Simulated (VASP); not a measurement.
RbBr:

```
Rb Br
1.0
     0.26154    3.53859    3.53859
     3.53859    0.26154    3.53859
     3.53859    3.53859    0.26154
Rb Br
1 1
Direct
  0.00000 0.00000 0.00000
  0.50000 0.50000 0.50000
```

This cell differs from its parent crystal: epitaxial 111 strain -5.3%.

Base run:

```yaml
Program: VASP 6.6.1
Functional: HSE06
Potentials_or_basis: VASP PAW PBE potentials, release 64 (Rb_sv, Br)
Cutoff: 520 eV
k_mesh: 4 × 4 × 4
Occupations: gaussian, width 0.01 eV
Spin: no spin polarisation
```

Its results: band gap on the k mesh 5.43 eV; pressure 1.0 GPa.

The run is repeated on the same cell with these changes: functional from HSE06 to r2SCAN; k mesh from 4 × 4 × 4 to 6 × 6 × 6. What comes out?

Band gap on the k mesh 4.88 eV; pressure 0.7 GPa.

Several settings changed at once.

Caveats: the PAW data sets were made with another functional, which shifts forces and pressure a little.

